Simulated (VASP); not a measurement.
Input of a VASP 6.6.1 run:

The input INCAR:

```
SYSTEM = Si2Ni
ALGO     = Normal         ! electronic algorithm
EDIFF    = 1E-6           ! SCF threshold, eV
ENCUT    = 520            ! plane-wave cutoff, eV
GGA      = CA             ! functional
ISIF     = 2              ! what is computed and relaxed
ISMEAR   = 0              ! smearing method
ISPIN    = 2              ! spin polarisation
LASPH    = .TRUE.         ! aspherical terms in the spheres
LCHARG   = .FALSE.        ! write CHGCAR
LMAXMIX  = 4              ! l up to which the mixer works
LORBIT   = 11             ! projections on sites
LREAL    = .FALSE.        ! projectors in reciprocal space
LWAVE    = .FALSE.        ! write WAVECAR
MAGMOM   = 0 0 0.125      ! initial moments
NBANDS   = 20             ! bands
NELM     = 150            ! most SCF steps
NUPDOWN  = 0.125          ! fixed moment
PREC     = Accurate       ! precision mode
SIGMA    = 0.15           ! smearing width, eV
```

KPOINTS

```
k-points
0
G
  14 14 14
  0 0 0
```

POSCAR

```
Si2Ni
1.0
    0.0000000000      2.7279671969      2.7279671969
    2.7279671969      0.0000000000      2.7279671969
    2.7279671969      2.7279671969      0.0000000000
Si Ni
2 1
Direct
    0.2500000000      0.2500000000      0.2500000000
    0.7500000000      0.7500000000      0.7500000000
    0.0000000000      0.0000000000      0.0000000000
```

Potentials or basis: VASP PAW LDA potentials, release 64 (Si, Ni).

Run with:

```bash
$ cat potpaw_LDA.64/Si/POTCAR potpaw_LDA.64/Ni/POTCAR > POTCAR
$ mpirun -np 1 vasp_std > vasp.out
```

(1) What does it give for the pressure?

Results:

(1) -8.4 GPa.

Caveat: the cell stands under tension; the total moment is fixed, so each spin has its own Fermi level.
